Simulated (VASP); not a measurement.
# AlN (R-3m) in VASP: a series of runs

AlN is run at these levels: HSE06; tasks: single point.

Everything below comes from runs of VASP 6.6.1. Logs are shortened: lines on timing, memory, paths and dates and some standing lists are left out, and cuts for length are marked.

## (1) The cell of the first run

Symmetry: R-3m, No. 166, trigonal system. The conventional cell has a = 2.884 Å, b = 2.884 Å, c = 6.984 Å, α = 90.00°, β = 90.00°, γ = 120.00°. Al (site symmetry -3m) has 6 N at 2.03 Å within 2.7 Å. Within 2.7 Å of N (site symmetry -3m) lie 6 Al at 2.03 Å.

## (2) Single point, HSE06 (epitaxial 111 strain +1.0%)

POSCAR

```
AlN
1.0
   -0.0152594184      2.0237977183      2.0237977183
    2.0237977183     -0.0152594184      2.0237977183
    2.0237977183      2.0237977183     -0.0152594184
Al N
1 1
Direct
    0.0000000000      0.0000000000      0.0000000000
    0.5000000000      0.5000000000      0.5000000000
```

INCAR.step1

```
PREC = Accurate
ENCUT = 520
EDIFF = 1E-5
ISMEAR = 0
SIGMA = 0.01
LREAL = F
LASPH = T
NELM = 80
ALGO = Normal
ISIF = 2
LWAVE = T
LCHARG = F
GGA = PE
NBANDS = 11
```

INCAR.step2

```
PREC = Accurate
ENCUT = 520
EDIFF = 1E-7
ISMEAR = 0
SIGMA = 0.01
LREAL = F
LASPH = T
NELM = 80
ALGO = Normal
ISIF = 2
LWAVE = F
LCHARG = F
GGA = PE
LHFCALC = T
HFSCREEN = 0.2079
PRECFOCK = Normal
ISTART = 1
NBANDS = 11
```

KPOINTS

```
regular mesh
0
Gamma
  8 8 8
```

Potentials or basis: VASP PAW PBE potentials, release 64 (Al, N).

Command:

```sh
> cat potpaw_PBE.64/Al/POTCAR potpaw_PBE.64/N/POTCAR > POTCAR
> cp INCAR.step1 INCAR
> mpirun -np 1 vasp_std > vasp.out
> cp INCAR.step2 INCAR
> mpirun -np 1 vasp_std > vasp.out
```

OUTCAR:

```text
PREC = Accurate
   ENCUT = 520
   EDIFF = 1E-7
   ISMEAR = 0
   LREAL = F
   LASPH = T
   NELM = 80
   ISIF = 2
   GGA = PE
   LHFCALC = T
   HFSCREEN = 0.2079
   PRECFOCK = Normal
   ISTART = 1

 ion  position               nearest neighbor table
   1  0.000  0.000  0.000-   2 2.03   2 2.03   2 2.03   2 2.03   2 2.03   2 2.03
   2  0.500  0.500  0.500-   1 2.03   1 2.03   1 2.03   1 2.03   1 2.03   1 2.03

  LATTYP: Found a trigonal (rhomboedric) cell.
 ALAT       =     2.8621228588
 COS(alpha) =     0.4924460100

  Lattice vectors:

 A1 = (  -0.0152594184,   2.0237977183,   2.0237977183)
 A2 = (   2.0237977183,  -0.0152594184,   2.0237977183)
 A3 = (   2.0237977183,   2.0237977183,  -0.0152594184)

Analysis of symmetry for initial positions (statically):
=====================================================================
 Subroutine PRICEL returns:
 Original cell was already a primitive cell.

 Routine SETGRP: Setting up the symmetry group for a
 trigonal (rhombohedral) supercell.

 Subroutine GETGRP returns: Found 12 space group operations
 (whereof 12 operations were pure point group operations)
 out of a pool of 12 trial point group operations.

The static configuration has the point symmetry D_3d.

Analysis of symmetry for dynamics (positions and initial velocities):
=====================================================================
 Subroutine PRICEL returns:
 Original cell was already a primitive cell.

 Routine SETGRP: Setting up the symmetry group for a
 trigonal (rhombohedral) supercell.

 Subroutine GETGRP returns: Found 12 space group operations
 (whereof 12 operations were pure point group operations)
 out of a pool of 12 trial point group operations.

The dynamic configuration has the point symmetry D_3d.

 Subroutine INISYM returns: Found 12 space group operations
 (whereof 12 operations are pure point group operations),
 and found     1 'primitive' translations

----------------------------------------------------------------------------------------

                                     Primitive cell

  volume of cell :      16.7655

  direct lattice vectors                    reciprocal lattice vectors
    -0.015259418  2.023797718  2.023797718    -0.244283429  0.246139317  0.246139317
     2.023797718 -0.015259418  2.023797718     0.246139317 -0.244283429  0.246139317
     2.023797718  2.023797718 -0.015259418     0.246139317  0.246139317 -0.244283429

  length of vectors
     2.862122859  2.862122859  2.862122859     0.425257005  0.425257005  0.425257005

  position of ions in fractional coordinates (direct lattice)
     0.000000000  0.000000000  0.000000000
     0.500000000  0.500000000  0.500000000

  ion indices of the primitive-cell ions
   primitive index   ion index
                 1           1
                 2           2

----------------------------------------------------------------------------------------

 KPOINTS: regular mesh

Automatic generation of k-mesh.
 Grid dimensions read from file:
 generate k-points for:    8    8    8

 Generating k-lattice:

  Cartesian coordinates                     Fractional coordinates (reciprocal lattice)
    -0.030535429  0.030767415  0.030767415     0.125000000  0.000000000  0.000000000
     0.030767415 -0.030535429  0.030767415     0.000000000  0.125000000  0.000000000
     0.030767415  0.030767415 -0.030535429     0.000000000  0.000000000  0.125000000

  Length of vectors
     0.053157126  0.053157126  0.053157126

  Shift w.r.t. Gamma in fractional coordinates (k-lattice)
     0.000000000  0.000000000  0.000000000

 Subroutine IBZKPT returns following result:
 ===========================================

 Found     65 irreducible k-points:

 Following reciprocal coordinates:
            Coordinates               Weight
  0.000000  0.000000  0.000000      1.000000
  0.125000  0.000000  0.000000      6.000000
  0.250000  0.000000  0.000000      6.000000
  0.375000  0.000000 -0.000000      6.000000
  0.500000  0.000000  0.000000      3.000000
  0.125000  0.125000  0.000000      6.000000
[... 16 lines left out ...]
  0.250000  0.125000  0.125000      6.000000
  0.375000  0.125000  0.125000      6.000000
 [... further k-points ...]
   k-points           NKPTS =     65   k-points in BZ     NKDIM =    512   number of bands    NBANDS=     11
   number of dos      NEDOS =    301   number of ions     NIONS =      2
   total plane-waves  NPLWV =  13824
   dimension x,y,z NGX =    24 NGY =   24 NGZ =   24
   dimension x,y,z NGXF=    48 NGYF=   48 NGZF=   48
   ions per type =               1   1
   NGX,Y,Z   is equivalent  to a cutoff of  13.94, 13.94, 13.94 a.u.
   NGXF,Y,Z  is equivalent  to a cutoff of  27.88, 27.88, 27.88 a.u.
 SYSTEM =  unknown system
   PREC   = accura    normal or accurate (medium, high low for compatibility)
   ISTART =      1    job   : 0-new  1-cont  2-samecut
   ICHARG =      0    charge: 1-file 2-atom 10-const
   ISPIN  =      1    spin polarized calculation?
   LNONCOLLINEAR =      F non collinear calculations
   LSORBIT =      F    spin-orbit coupling
   LASPH  =      T    aspherical Exc in radial PAW
   ENCUT  =  520.0 eV  38.22 Ry    6.18 a.u.   5.32  5.32  5.32*2*pi/ulx,y,z
   NELM   =     80;   NELMIN=  2; NELMDL=  0     # of ELM steps
   EDIFF  = 0.1E-06   stopping-criterion for ELM
   LREAL  =      F    real-space projection
   EDIFFG = 0.1E-05   stopping-criterion for IOM
   NSW    =      0    number of steps for IOM
   IBRION =     -1    ionic relax: 0-MD 1-quasi-New 2-CG
   NFREE  =      0    steps in history (QN), initial steepest desc. (CG)
   ISIF   =      2    stress and relaxation
   ISYM   =      3    0-nonsym 1-usesym 2-fastsym
   POTIM  = 0.5000    time-step for ionic-motion
   TEBEG  =    0.0;   TEEND  =   0.0 temperature during run
   PSTRESS=    0.0 pullay stress
   NELECT =       8.0000    total number of electrons
   NUPDOWN=      -1.0000    fix difference up-down
   EMIN   =  10.00;   EMAX   =-10.00  energy-range for DOS
   EFERMI =   0.00;   METHOD = LEGACY
   ISMEAR =     0;   SIGMA  =   0.01  broadening in eV -4-tet -1-fermi 0-gaus
   EFERMI_NEDOS =   21; number of points for ismear=-14 and -15
   IALGO  =     38    algorithm
   IMIX   =      1    mixing-type and parameters
     AMIX     =   0.40;   BMIX     =  1.00
     AMIX_MAG =   1.60;   BMIX_MAG =  1.00
  volume/ion in A,a.u.               =       8.38        56.57
  Fermi-wavevector in a.u.,A,eV,Ry     =   1.279282  2.417493 22.266787  1.636563
  Thomas-Fermi vector in A             =   2.411776
   LORBIT       =      0    0 simple, 1 ext, 2 COOP (PROOUT), +10 PAW based schemes
   GGA     = PE    functional components
   LHFCALC =     T    Hartree Fock is set to
   PRECFOCK=normal    Normal, Fast or Accurate (Low or Medium for compatibility)
   ENCUT4O =  -1.0   cutoff for four orbital integrals eV
   NKREDX  =     1    reduce k-point grid by
   NKREDY  =     1    reduce k-point grid by
   NKREDZ  =     1    reduce k-point grid by
   AEXX    =    0.2500 exact exchange contribution
   HFSCREEN=    0.2079 screening length (either q_TF or 0.3 A-1)
   HFSCREENC=   0.2079 screening length for correlation (either q_TF or 0.3 A-1)
   ENCUTFOCK=  -1.0 apply spherical cutoff to Coloumb kernel
   IVDW    =     0    specifies the selected vdW correction
   LEPSILON=     F    determine dielectric tensor
   LRPA    =     F    only Hartree local field effects (RPA)
 non-spin polarized calculation
 Gauss-broadening in eV      SIGMA  =   0.01
  energy-cutoff  :      520.00
  volume of cell :       16.77
 maximum number of plane-waves:       464
 NGX is ok and might be reduce to    24
  NGX = 16; NGY = 16; NGZ = 16

 number of electron       7.9999999 magnetization

 Free energy of the ion-electron system (eV)
  ---------------------------------------------------
  ext. energy  EPLUGINS =         0.00000000
  ---------------------------------------------------
  free energy    TOTEN  =       -17.12367005 eV

  energy without entropy =      -17.12367005  energy(sigma->0) =      -17.12367005

 E-fermi :   9.0800     XC(G=0): -10.0046

 val. band max:        9.0268067931   @ k =   0.0000   0.0000   0.0000
 cond. band min:      14.7234555027   @ k =   0.5000   0.5000   0.0000
 fundamental gap:      5.6966487096
 Fermi energy:         9.0800406691

 k-point     1 :       0.0000    0.0000    0.0000
  band No.  band energies     occupation
      1     -10.1607      2.00000
      2       8.8741      2.00000
      3       8.8741      2.00000
      4       9.0268      2.00000
      5      15.8880      0.00000
      6      22.5526      0.00000
      7      22.5526      0.00000
      8      22.9194      0.00000
      9      27.8041      0.00000
     10      28.5157      0.00000
     11      28.5157      0.00000

 k-point     2 :       0.1250    0.0000    0.0000
  band No.  band energies     occupation
      1      -9.8246      2.00000
      2       7.2890      2.00000
      3       8.6858      2.00000
      4       8.8155      2.00000
      5      16.8180      0.00000
      6      21.4292      0.00000
      7      23.0096      0.00000
      8      23.2952      0.00000
      9      26.4509      0.00000
     10      26.5833      0.00000
     11      28.8789      0.00000

 k-point     3 :       0.2500    0.0000    0.0000
  band No.  band energies     occupation
      1      -8.8704      2.00000
      2       4.2193      2.00000
      3       8.2745      2.00000
      4       8.3882      2.00000
      5      17.1996      0.00000
      6      21.6991      0.00000
      7      22.7833      0.00000
      8      22.9231      0.00000
      9      26.6983      0.00000
     10      27.0376      0.00000
     11      27.8782      0.00000

 k-point     4 :       0.3750    0.0000   -0.0000
  band No.  band energies     occupation
      1      -7.5531      2.00000
      2       1.3376      2.00000
      3       7.9116      2.00000
      4       8.0113      2.00000
      5      16.6460      0.00000
      6      21.7753      0.00000
      7      21.9113      0.00000
      8      23.3994      0.00000
      9      27.0220      0.00000
     10      29.3928      0.00000
     11      29.7887      0.00000

 k-point     5 :       0.5000    0.0000    0.0000
  band No.  band energies     occupation
      1      -6.7679      2.00000
      2      -0.0063      2.00000
      3       7.7726      2.00000
      4       7.8668      2.00000
      5      16.4035      0.00000
      6      21.3792      0.00000
      7      21.5220      0.00000
      8      24.1728      0.00000
      9      26.8061      0.00000
     10      31.3938      0.00000
     11      31.7939      0.00000
[... 211 lines left out ...]
 k-point    21 :       0.5000    0.5000    0.0000
  band No.  band energies     occupation
      1      -5.7158      2.00000
      2       1.0099      2.00000
      3       5.8323      2.00000
      4       5.9925      2.00000
      5      14.7235      0.00000
      6      15.5756      0.00000
      7      24.9628      0.00000
      8      28.1269      0.00000
      9      28.2049      0.00000
     10      34.1094      0.00000
     11      37.0785      0.00000

 k-point    22 :       0.1250    0.1250    0.1250
  band No.  band energies     occupation
      1      -9.8173      2.00000
      2       7.4432      2.00000
      3       8.6748      2.00000
      4       8.6748      2.00000
      5      16.7615      0.00000
      6      21.6312      0.00000
      7      22.9863      0.00000
      8      22.9863      0.00000
      9      26.4629      0.00000
     10      26.4629      0.00000
     11      28.7410      0.00000

 k-point    23 :       0.2500    0.1250    0.1250
  band No.  band energies     occupation
      1      -9.2703      2.00000
      2       5.9161      2.00000
      3       7.6260      2.00000
      4       8.6517      2.00000
      5      17.8250      0.00000
      6      20.5349      0.00000
      7      23.0120      0.00000
      8      23.7145      0.00000
      9      24.1183      0.00000
     10      27.7053      0.00000
     11      30.0563      0.00000

 k-point    24 :       0.3750    0.1250    0.1250
  band No.  band energies     occupation
      1      -8.1752      2.00000
      2       3.2758      2.00000
      3       6.7948      2.00000
      4       8.2376      2.00000
      5      18.1288      0.00000
      6      21.1723      0.00000
      7      21.7955      0.00000
      8      22.6331      0.00000
      9      25.9190      0.00000
     10      29.6034      0.00000
     11      30.0141      0.00000

 [... further k-points ...]

------------------------ aborting loop because EDIFF is reached ----------------------------------------

  FORCE on cell =-STRESS in cart. coord.  units (eV):
  Direction    XX          YY          ZZ          XY          YZ          ZX
  --------------------------------------------------------------------------------------
  -------------------------------------------------------------------------------------
  Total       -0.6648243     -0.6648243     -0.6648243      0.2520482      0.2520482      0.2520482
  in kB      -63.5333768    -63.5333768    -63.5333768     24.0867781     24.0867781     24.0867781
  external PRESSURE =     -63.5333768 kB  Pullay stress =       0.0000000 kB

 VOLUME and BASIS-vectors are now :
 -----------------------------------------------------------------------------
  energy-cutoff  :      520.00
  volume of cell :       16.77
      direct lattice vectors                 reciprocal lattice vectors
    -0.015259418  2.023797718  2.023797718    -0.244283429  0.246139317  0.246139317
     2.023797718 -0.015259418  2.023797718     0.246139317 -0.244283429  0.246139317
     2.023797718  2.023797718 -0.015259418     0.246139317  0.246139317 -0.244283429

 POSITION                                       TOTAL-FORCE (eV/Angst)
 -----------------------------------------------------------------------------------
      0.00000      0.00000      0.00000        -0.000000     -0.000000      0.000000
      2.01617      2.01617      2.01617         0.000000      0.000000     -0.000000
 -----------------------------------------------------------------------------------
    total drift:                                0.000109      0.000196      0.000108

  FREE ENERGIE OF THE ION-ELECTRON SYSTEM (eV)
  ---------------------------------------------------
  free  energy   TOTEN  =       -17.1236700455 eV

  energy  without entropy=      -17.1236700455  energy(sigma->0) =      -17.12367005
```

Run time: 20 min. Hardware: 1 thread of Intel Xeon Platinum 8488C (Sapphire Rapids), shared host; peak memory 0.25 GiB.

Results:

```yaml
Free_energy: -17.1237 eV
Pressure: -6.4 GPa
Band_gap_on_the_k_mesh: 5.70 eV (least direct gap 6.86 eV)
```

Stress tensor (GPa, compression positive):
```
-6.35  2.41  2.41
 2.41 -6.35  2.41
 2.41  2.41 -6.35
```

Caveat: the cell differs from its parent crystal (epitaxial 111 strain +1.0%); the cell stands under tension; the structure was generated, so it needn't be the stable form of AlN; the PAW data sets were made with another functional, which shifts forces and pressure a little.

## (3) Single point, HSE06 (epitaxial 111 strain -4.0%)

POSCAR

```
AlN
1.0
    0.0616615964      1.9997753105      1.9997753105
    1.9997753105      0.0616615964      1.9997753105
    1.9997753105      1.9997753105      0.0616615964
Al N
1 1
Direct
    0.0000000000      0.0000000000      0.0000000000
    0.5000000000      0.5000000000      0.5000000000
```

INCAR.step1

```
ALGO = Normal ; EDIFF = 1E-5
ENCUT = 520 ; GGA = PE
ISIF = 2 ; ISMEAR = 0
LASPH = T ; LCHARG = F
LREAL = F ; LWAVE = T
NBANDS = 11 ; NELM = 60
PREC = Accurate ; SIGMA = 0.01
```

INCAR.step2

```
ALGO = Normal ; EDIFF = 1E-6
ENCUT = 520 ; GGA = PE
HFSCREEN = 0.2079 ; ISIF = 2
ISMEAR = 0 ; ISTART = 1
LASPH = T ; LCHARG = F
LHFCALC = T ; LREAL = F
LWAVE = F ; NBANDS = 11
NELM = 60 ; PREC = Accurate
PRECFOCK = Normal ; SIGMA = 0.01
```

KPOINTS

```
k-points
0
Gamma
  8 8 8
```

Potentials or basis: VASP PAW PBE potentials, release 64 (Al, N).

Command:

```sh
> cat potpaw_PBE.64/Al/POTCAR potpaw_PBE.64/N/POTCAR > POTCAR
> cp INCAR.step1 INCAR
> mpirun -np 1 vasp_std > vasp.out
> cp INCAR.step2 INCAR
> mpirun -np 1 vasp_std > vasp.out
```

Run time: 33 min. Hardware: 1 thread of Intel Xeon Platinum 8259CL at 2.50GHz (Skylake/Cascade Lake), shared host; peak memory 0.25 GiB.

The run converged. Its results:

* Free energy: -17.0059 eV
* Pressure: 22.9 GPa
* Band gap on the k mesh: 5.85 eV (least direct gap 8.07 eV)

Stress tensor (GPa, compression positive):
```
 22.92 -11.99 -11.99
-11.99  22.92 -11.99
-11.99 -11.99  22.92
```

Levels at points of the mesh, in eV from the valence-band top:
| k point | band 2 | band 3 | band 4 | band 5 | band 6 | band 7 |
| --- | --- | --- | --- | --- | --- | --- |
| (0.00, 0.00, 0.00) | -0.73 | 0.00 | 0.00 | 8.07 | 13.05 | 14.38 |
| (0.50, 0.00, 0.00) | -9.69 | -1.90 | -1.46 | 7.54 | 12.59 | 13.12 |
| (0.50, 0.50, 0.00) | -8.85 | -3.87 | -3.16 | 5.85 | 7.00 | 16.90 |
| (0.50, 0.50, 0.50) | -10.16 | -1.20 | -1.20 | 8.58 | 13.86 | 13.86 |

Caveat: the cell differs from its parent crystal (epitaxial 111 strain -4.0%); the cell stands under pressure; the structure was generated, so it needn't be the stable form of AlN; the PAW data sets were made with another functional, which shifts forces and pressure a little. A k mesh can miss the band edges.
